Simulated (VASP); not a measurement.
A run of VASP 6.6.1 is set up as follows.

INCAR

```
SYSTEM = GdO
PREC = Accurate
ENCUT = 520
EDIFF = 1E-7
ISMEAR = -1
SIGMA = 0.05
LREAL = .False.
LASPH = .True.
NELM = 150
ALGO = Normal
ISIF = 2
LWAVE = .False.
LCHARG = .False.
ISPIN = 2
MAGMOM = 7 0
LORBIT = 11
LMAXMIX = 6
GGA = PS
NBANDS = 23
```

File KPOINTS:

```
regular mesh
0
Gamma
  9 9 9
  0 0 0
```

The input POSCAR:

```
GdO
1.0
    0.0000000000      2.7529546205      2.7529546205
    2.7529546205      0.0000000000      2.7529546205
    2.7529546205      2.7529546205      0.0000000000
Gd O
1 1
Direct
    0.0000000000      0.0000000000      0.0000000000
    0.7500000000      0.7500000000      0.7500000000
```

Potentials or basis: VASP PAW PBE potentials, release 64 (Gd, O).

Run with:

```bash
$ cat potpaw_PBE.64/Gd/POTCAR potpaw_PBE.64/O/POTCAR > POTCAR
$ mpirun -np 1 vasp_std > vasp.out
```

(1) Predict the site moments.

(2) Predict the pressure.

(3) What does it give for the net moment?

Answers

(1) Gd +6.85; O -0.03 μB.

(2) -8.8 GPa.

(3) 7.51 μB per cell.

Caveat: the PAW data sets were made with another functional, which shifts forces and pressure a little; a cell with one magnetic atom can't hold antiferromagnetic order, which such compounds often take.
